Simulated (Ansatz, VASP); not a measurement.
## ZnAu: VASP beside Ansatz

```
Zn Au
1.0
     3.17931    0.00000    0.00000
     0.00000    3.17931    0.00000
     0.00000    0.00000    3.17931
Zn Au
1 1
Direct
  0.50000 0.50000 0.50000
  0.00000 0.00000 0.00000
```

Alike in both runs: task single point; functional PBE; k mesh 10 × 10 × 10; occupations gaussian, width 0.05 eV; non-collinear spin, spin-orbit coupling.

|  | VASP | Ansatz |
| --- | --- | --- |
| version | VASP 6.6.1 | Ansatz 0.2.0 |
| potentials or method | VASP PAW PBE potentials, release 64 (Zn, Au), cutoff 520 eV | plane waves, PAW |
| valence electrons in the cell | 23 | 31 |

Ansatz gave:

| Property | Result |
| --- | --- |
| pressure (GPa) | 0.0 |

Problem. Which values does VASP return?

Solution. Pressure (GPa): 0.3.

VASP's potentials hold 23 valence electrons a cell and Ansatz's 31, so a difference there can come from the potentials and not from the codes.
